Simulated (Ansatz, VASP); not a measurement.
MgCd2O3 in VASP and in Ansatz

INCAR

```
SYSTEM = MgCd2O3
  PREC = Accurate
  ENCUT = 600
  EDIFF = 1E-7
  ISMEAR = 0
  SIGMA = 0.02
  LREAL = .FALSE.
  LASPH = .TRUE.
  NELM = 80
  ALGO = Normal
  ISIF = 3
  LWAVE = .FALSE.
  LCHARG = .FALSE.
  GGA = PE
  IBRION = 2
  NSW = 100
  EDIFFG = -0.01
```

Contents of KPOINTS:

```
Automatic mesh
0
G
  12 12 4
  0 0 0
```

The input POSCAR:

```
MgCd2O3
1.0
    3.2374909659      0.0000000000      0.0000000000
   -1.6187454830      2.8037494210      0.0000000000
    0.0000000000      0.0000000000      8.0897816089
Mg Cd O
1 2 3
Direct
    0.0000000000      0.0000000000      0.5000000000
    0.6666666667      0.3333333333      0.8231970025
    0.3333333333      0.6666666667      0.1768029975
    0.3333333333      0.6666666667      0.6414643922
    0.6666666667      0.3333333333      0.3585356078
    0.0000000000      0.0000000000      0.0000000000
```

Input for Ansatz:

```yaml
crystal:
  lattice:
    - [3.2374909659, 0.0, 0.0]
    - [-1.618745483, 2.803749421, 0.0]
    - [0.0, 0.0, 8.0897816089]
  atoms:
    - { symbol: Mg, position: [0.0, 0.0, 0.5] }
    - { symbol: Cd, position: [0.6666666667, 0.3333333333, 0.8231970025] }
    - { symbol: Cd, position: [0.3333333333, 0.6666666667, 0.1768029975] }
    - { symbol: O, position: [0.3333333333, 0.6666666667, 0.6414643922] }
    - { symbol: O, position: [0.6666666667, 0.3333333333, 0.3585356078] }
    - { symbol: O, position: [0.0, 0.0, 0.0] }
basis:
  ecutwfc: 420
kpoints:
  mp_grid: { grid: [12, 12, 4] }
hamiltonian:
  xc: pbe
scf:
  occupations: { method: gaussian, width: 0.02 }
output:
  forces: true
  stress: true
  eigenvalues: true
relax:
  adjacent_minimum: "off"
  f_tol: 0.01
  max_steps: 80
  cell: { stress_tol: 0.05 }
```

Alike in both runs: task relaxation of cell and atoms; functional PBE; k mesh 12 × 12 × 4; occupations gaussian, width 0.02 eV; no spin polarisation.

|  | VASP | Ansatz |
| --- | --- | --- |
| version | VASP 6.6.1 | Ansatz 0.2.0 |
| potentials or method | VASP PAW PBE potentials, release 64 (Mg, Cd, O), cutoff 600 eV | scalar-relativistic, plane waves, PAW |
| valence electrons in the cell | 44 | 68 |

```csv
,VASP,Ansatz,Ansatz less VASP
"gap on the k mesh at the Fermi level, each at its own relaxed structure (eV)",0.57,0.60,+0.032
relaxed volume (Å³/atom),12.29,12.25,-0.042
relaxed length of the cell vector where the two differ most in proportion (Å),8.108,8.090,-0.0181
```

VASP's potentials hold 44 valence electrons a cell and Ansatz's 68, so a difference there can come from the potentials and not from the codes.
